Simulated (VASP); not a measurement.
# ZnGa2 (Imma) in VASP: single point with r2SCAN

Aim: the single point of ZnGa2 with r2SCAN.

Program: VASP 6.6.1. These are calculated values, not measurements. Logs are shortened: lines on timing, memory, paths and dates and some standing lists are left out, and cuts for length are marked.

**1. The cell of the first run**

It takes space group Imma (No. 74, orthorhombic). Conventional cell: a = 4.000 Å, b = 6.390 Å, c = 7.646 Å, α = 90.00°, β = 90.00°, γ = 90.00°. Within 3.4 Å of Ga (site symmetry m) lie 4 Ga at 2.44 to 2.65 Å and 6 Zn at 2.85 to 3.32 Å. Zn (site symmetry mm2) has 12 Ga at 2.85 to 3.32 Å and 4 Zn at 3.31 to 3.57 Å within 3.8 Å.

**2. Single point, r2SCAN**

File POSCAR:

```
ZnGa2
1.0
   -2.0000070000      3.1951800000      3.8232010000
    4.0000130000      0.0000000000      0.0000000000
    2.0000070000      3.1951800000     -3.8232010000
Ga Zn
4 2
Direct
    0.2020000000      0.1590000000      0.8840000000
    0.6160000000      0.1590000000      0.2980000000
    0.7980000000      0.8410000000      0.1160000000
    0.3840000000      0.8410000000      0.7020000000
    0.8070000000      0.5570000000      0.6930000000
    0.1930000000      0.4430000000      0.3070000000
```

File INCAR.step1:

```
SYSTEM = ZnGa2
ALGO = Normal
EDIFF = 1E-4
ENCUT = 520
GGA = PE
ISMEAR = 0
LASPH = .TRUE.
LCHARG = .FALSE.
LREAL = .FALSE.
LWAVE = .TRUE.
NBANDS = 47
NELM = 60
PREC = Accurate
SIGMA = 0.026
```

File INCAR.step2:

```
SYSTEM = ZnGa2
ALGO = Normal
EDIFF = 1E-7
ENCUT = 520
ISIF = 2
ISMEAR = 0
ISTART = 1
LASPH = .TRUE.
LCHARG = .TRUE.
LELF = .TRUE.
LMIXTAU = .TRUE.
LREAL = .FALSE.
LVHAR = .TRUE.
LWAVE = .FALSE.
METAGGA = R2SCAN
NBANDS = 47
NELM = 60
PREC = Accurate
SIGMA = 0.026
```

File KPOINTS:

```
k-points
0
G
  7 7 7
  0 0 0
```

Potentials or basis: VASP PAW PBE potentials, release 64 (Ga_d, Zn).

Command:

```console
$ cat potpaw_PBE.64/Ga_d/POTCAR potpaw_PBE.64/Zn/POTCAR > POTCAR
$ cp INCAR.step1 INCAR
$ mpirun -np 1 vasp_std > vasp.out
$ cp INCAR.step2 INCAR
$ mpirun -np 1 vasp_std > vasp.out
```

OUTCAR:

```text
SYSTEM = ZnGa2
   EDIFF = 1E-7
   ENCUT = 520
   ISIF = 2
   ISMEAR = 0
   ISTART = 1
   LASPH = .TRUE.
   LREAL = .FALSE.
   METAGGA = R2SCAN
   NELM = 60
   PREC = Accurate

 ion  position               nearest neighbor table
   1  0.202  0.159  0.884-   4 2.44   4 2.44   3 2.49   2 2.65   5 2.85   5 2.85   6 2.87   6 2.91
                             6 2.91
   2  0.616  0.159  0.298-   3 2.44   3 2.44   4 2.49   1 2.65   5 2.85   5 2.85   6 2.87   6 2.91
                             6 2.91
   3  0.798  0.841  0.116-   2 2.44   2 2.44   1 2.49   4 2.65   6 2.85   6 2.85   5 2.87   5 2.91
                             5 2.91
   4  0.384  0.841  0.702-   1 2.44   1 2.44   2 2.49   3 2.65   6 2.85   6 2.85   5 2.87   5 2.91
                             5 2.91
   5  0.807  0.557  0.693-   1 2.85   2 2.85   1 2.85   2 2.85   4 2.87   3 2.87   3 2.91   4 2.91
                             4 2.91   3 2.91
   6  0.193  0.443  0.307-   3 2.85   4 2.85   3 2.85   4 2.85   1 2.87   2 2.87   1 2.91   2 2.91
                             2 2.91   1 2.91

  LATTYP: Found a body centered orthorhombic cell.
 ALAT       =     4.0000130000
 B/A-ratio  =     1.5975848078
 C/A-ratio  =     1.9115942873

  Lattice vectors:

 A1 = (  -2.0000070000,   3.1951800000,   3.8232010000)
 A2 = (   2.0000060000,  -3.1951800000,   3.8232010000)
 A3 = (   2.0000070000,   3.1951800000,  -3.8232010000)

Analysis of symmetry for initial positions (statically):
=====================================================================
 Subroutine PRICEL returns:
 Original cell was already a primitive cell.

 Routine SETGRP: Setting up the symmetry group for a
 body centered orthorhombic supercell.

 Subroutine GETGRP returns: Found  8 space group operations
 (whereof  4 operations were pure point group operations)
 out of a pool of  8 trial point group operations.

The static configuration has the point symmetry C_2h.
 The point group associated with its full space group is D_2h.

Analysis of symmetry for dynamics (positions and initial velocities):
=====================================================================
 Subroutine PRICEL returns:
 Original cell was already a primitive cell.

 Routine SETGRP: Setting up the symmetry group for a
 body centered orthorhombic supercell.

 Subroutine GETGRP returns: Found  8 space group operations
 (whereof  4 operations were pure point group operations)
 out of a pool of  8 trial point group operations.

The dynamic configuration has the point symmetry C_2h.
 The point group associated with its full space group is D_2h.

 Subroutine INISYM returns: Found  8 space group operations
 (whereof  4 operations are pure point group operations),
 and found     1 'primitive' translations

----------------------------------------------------------------------------------------

                                     Primitive cell

  volume of cell :      97.7268

  direct lattice vectors                    reciprocal lattice vectors
    -2.000007000  3.195180000  3.823201000     0.000000000  0.156485707  0.130780464
     4.000013000  0.000000000  0.000000000     0.249999188  0.000000000  0.130780497
     2.000007000  3.195180000 -3.823201000     0.000000000  0.156485707 -0.130780464

  length of vectors
     5.368991443  4.000013000  5.368991443     0.203939467  0.282140270  0.203939467

  position of ions in fractional coordinates (direct lattice)
     0.202000000  0.159000000  0.884000000
     0.616000000  0.159000000  0.298000000
     0.798000000  0.841000000  0.116000000
     0.384000000  0.841000000  0.702000000
     0.807000000  0.557000000  0.693000000
     0.193000000  0.443000000  0.307000000

  ion indices of the primitive-cell ions
   primitive index   ion index
                 1           1
                 2           2
                 3           3
                 4           4
                 5           5
                 6           6

----------------------------------------------------------------------------------------

 KPOINTS: k-points

Automatic generation of k-mesh.
 Grid dimensions read from file:
 generate k-points for:    7    7    7

 Generating k-lattice:

  Cartesian coordinates                     Fractional coordinates (reciprocal lattice)
     0.000000000  0.022355101  0.018682923     0.142857143  0.000000000  0.000000000
     0.035714170  0.000000000  0.018682928     0.000000000  0.142857143  0.000000000
     0.000000000  0.022355101 -0.018682923     0.000000000  0.000000000  0.142857143

  Length of vectors
     0.029134210  0.040305753  0.029134210

  Shift w.r.t. Gamma in fractional coordinates (k-lattice)
     0.000000000  0.000000000  0.000000000

 Subroutine IBZKPT returns following result:
 ===========================================

 Found     64 irreducible k-points:

 Following reciprocal coordinates:
            Coordinates               Weight
  0.000000  0.000000  0.000000      1.000000
  0.142857  0.000000 -0.000000      4.000000
  0.285714  0.000000  0.000000      4.000000
  0.428571  0.000000  0.000000      4.000000
  0.000000  0.142857 -0.000000      4.000000
  0.142857  0.142857  0.000000      8.000000
[... 16 lines left out ...]
 -0.428571  0.428571 -0.000000      4.000000
 -0.285714  0.428571  0.000000      8.000000
 [... further k-points ...]
   k-points           NKPTS =     64   k-points in BZ     NKDIM =     64   number of bands    NBANDS=     47
   number of dos      NEDOS =    301   number of ions     NIONS =      6
   total plane-waves  NPLWV =  48000
   dimension x,y,z NGX =    40 NGY =   30 NGZ =   40
   dimension x,y,z NGXF=    80 NGYF=   60 NGZF=   80
   ions per type =               4   2
   NGX,Y,Z   is equivalent  to a cutoff of  12.39, 12.47, 12.39 a.u.
   NGXF,Y,Z  is equivalent  to a cutoff of  24.77, 24.94, 24.77 a.u.
 SYSTEM =  ZnGa2
   PREC   = accura    normal or accurate (medium, high low for compatibility)
   ISTART =      1    job   : 0-new  1-cont  2-samecut
   ICHARG =      0    charge: 1-file 2-atom 10-const
   ISPIN  =      1    spin polarized calculation?
   LNONCOLLINEAR =      F non collinear calculations
   LSORBIT =      F    spin-orbit coupling
   LASPH  =      T    aspherical Exc in radial PAW
   ENCUT  =  520.0 eV  38.22 Ry    6.18 a.u.   9.98  7.44  9.98*2*pi/ulx,y,z
   NELM   =     60;   NELMIN=  2; NELMDL=  0     # of ELM steps
   EDIFF  = 0.1E-06   stopping-criterion for ELM
   LREAL  =      F    real-space projection
   EDIFFG = 0.1E-05   stopping-criterion for IOM
   NSW    =      0    number of steps for IOM
   IBRION =     -1    ionic relax: 0-MD 1-quasi-New 2-CG
   NFREE  =      0    steps in history (QN), initial steepest desc. (CG)
   ISIF   =      2    stress and relaxation
   ISYM   =      2    0-nonsym 1-usesym 2-fastsym
   POTIM  = 0.5000    time-step for ionic-motion
   TEBEG  =    0.0;   TEEND  =   0.0 temperature during run
   PSTRESS=    0.0 pullay stress
   NELECT =      76.0000    total number of electrons
   NUPDOWN=      -1.0000    fix difference up-down
   EMIN   =  10.00;   EMAX   =-10.00  energy-range for DOS
   EFERMI =   0.00;   METHOD = LEGACY
   ISMEAR =     0;   SIGMA  =   0.03  broadening in eV -4-tet -1-fermi 0-gaus
   EFERMI_NEDOS =   21; number of points for ismear=-14 and -15
   IALGO  =     38    algorithm
   IMIX   =      4    mixing-type and parameters
     AMIX     =   0.40;   BMIX     =  1.00
     AMIX_MAG =   1.60;   BMIX_MAG =  1.00
  volume/ion in A,a.u.               =      16.29       109.92
  Fermi-wavevector in a.u.,A,eV,Ry     =   1.505479  2.844943 30.837162  2.266467
  Thomas-Fermi vector in A             =   2.616322
   LORBIT       =      0    0 simple, 1 ext, 2 COOP (PROOUT), +10 PAW based schemes
   METAGGA = R2SCAN    functional components
   LHFCALC =     F    Hartree Fock is set to
   AEXX    =    0.0000 exact exchange contribution
   IVDW    =     0    specifies the selected vdW correction
   LEPSILON=     F    determine dielectric tensor
   LRPA    =     F    only Hartree local field effects (RPA)
 non-spin polarized calculation
 Gauss-broadening in eV      SIGMA  =   0.03
  energy-cutoff  :      520.00
  volume of cell :       97.73
 maximum number of plane-waves:      2650
   NGX = 19   NGY = 15   NGZ = 19

 number of electron      75.9999976 magnetization

 Free energy of the ion-electron system (eV)
  ---------------------------------------------------
  ext. energy  EPLUGINS =         0.00000000
  ---------------------------------------------------
  free energy    TOTEN  =       -62.20119600 eV

  energy without entropy =      -62.20035295  energy(sigma->0) =      -62.20077447

 E-fermi :   5.5735     XC(G=0): -12.6460

 val. band max:        5.5697485690   @ k =   0.2857   0.4286  -0.0000
 cond. band min:       5.5966405111   @ k =  -0.4286   0.0000   0.4286
 fundamental gap:      0.0268919421
 Fermi energy:         5.5735273165

 k-point     1 :       0.0000    0.0000    0.0000
  band No.  band energies     occupation
      1     -10.5073      2.00000
      2     -10.4981      2.00000
      3     -10.4696      2.00000
      4     -10.3856      2.00000
      5     -10.3687      2.00000
      6     -10.3014      2.00000
[... 39 lines left out ...]
     46       9.2090      0.00000
     47      11.5038      0.00000

 k-point     2 :       0.1429    0.0000   -0.0000
  band No.  band energies     occupation
      1     -10.5038      2.00000
      2     -10.4924      2.00000
      3     -10.4666      2.00000
      4     -10.3929      2.00000
      5     -10.3677      2.00000
      6     -10.3259      2.00000
[... 39 lines left out ...]
     46       9.8926      0.00000
     47      12.6665      0.00000

 k-point     3 :       0.2857    0.0000    0.0000
  band No.  band energies     occupation
      1     -10.4935      2.00000
      2     -10.4788      2.00000
      3     -10.4572      2.00000
      4     -10.4162      2.00000
      5     -10.3616      2.00000
      6     -10.3585      2.00000
[... 1039 lines left out ...]
     46      10.5613      0.00000
     47      14.8137      0.00000

 k-point    24 :      -0.2857    0.4286    0.0000
  band No.  band energies     occupation
      1     -10.5004      2.00000
      2     -10.4776      2.00000
      3     -10.4167      2.00000
      4     -10.4014      2.00000
      5     -10.3881      2.00000
      6     -10.3430      2.00000
[... 39 lines left out ...]
     46      12.6630      0.00000
     47      13.2838      0.00000

 [... further k-points ...]
[... 5 lines left out ...]
  --------------------------------------------------------------------------------------
  -------------------------------------------------------------------------------------
  Total        5.3924806      2.6909931      5.1923325      0.0000000      0.0000000     -0.0000007
  in kB       88.4067273     44.1173381     85.1254107      0.0000000      0.0000000     -0.0000111
  external PRESSURE =      72.5498254 kB  Pullay stress =       0.0000000 kB

 VOLUME and BASIS-vectors are now :
 -----------------------------------------------------------------------------
  energy-cutoff  :      520.00
  volume of cell :       97.73
      direct lattice vectors                 reciprocal lattice vectors
    -2.000007000  3.195180000  3.823201000     0.000000000  0.156485707  0.130780464
     4.000013000  0.000000000  0.000000000     0.249999188  0.000000000  0.130780497
     2.000007000  3.195180000 -3.823201000     0.000000000  0.156485707 -0.130780464

 POSITION                                       TOTAL-FORCE (eV/Angst)
 -----------------------------------------------------------------------------------
      2.00001      3.46997     -2.60742         0.000000     -0.208385     -0.522249
     -0.00000      2.92039      1.21578         0.000000      0.208385     -0.522249
      2.00001      2.92039      2.60742        -0.000000      0.208385      0.522249
      4.00001      3.46997     -1.21578        -0.000000     -0.208385      0.522249
      2.00001      4.79277      0.43584        -0.000000     -0.000000      0.171825
      2.00001      1.59759     -0.43584         0.000000     -0.000000     -0.171825
 -----------------------------------------------------------------------------------
    total drift:                                0.000000     -0.000000     -0.000000

  FREE ENERGIE OF THE ION-ELECTRON SYSTEM (eV)
  ---------------------------------------------------
  free  energy   TOTEN  =       -62.2011959973 eV

  energy  without entropy=      -62.2003529452  energy(sigma->0) =      -62.20077447
```

It took 9.6 min on 1 thread of Intel Xeon Platinum 8488C (Sapphire Rapids), shared host; peak memory 0.37 GiB.

Results:

| Item | Value |
| --- | --- |
| Free energy | -62.2012 eV |
| Pressure | 7.3 GPa |
| Largest force | 0.562 eV/Å |
| Band gap on the k mesh | zero (bands 38 and 39 overlap by 3.29 eV) |

Forces in eV/Å, atoms in the order of the input:
```
Ga   0.000 -0.208 -0.522
Ga   0.000  0.208 -0.522
Ga   0.000  0.208  0.522
Ga   0.000 -0.208  0.522
Zn   0.000  0.000  0.172
Zn   0.000  0.000 -0.172
```

Stress tensor (GPa, compression positive):
```
8.84 0.00 0.00
0.00 4.41 0.00
0.00 0.00 8.51
```

Levels at points of the mesh, in eV from the Fermi level:
```csv
k point,band 35,band 36,band 37,band 38,band 39,band 40,band 41,band 42
"(0.00, 0.00, 0.00)",-4.02,-1.55,-0.57,-0.26,0.38,1.04,1.56,2.16
```

Caveat: the cell stands under pressure; the PAW data sets were made with another functional, which shifts forces and pressure a little.
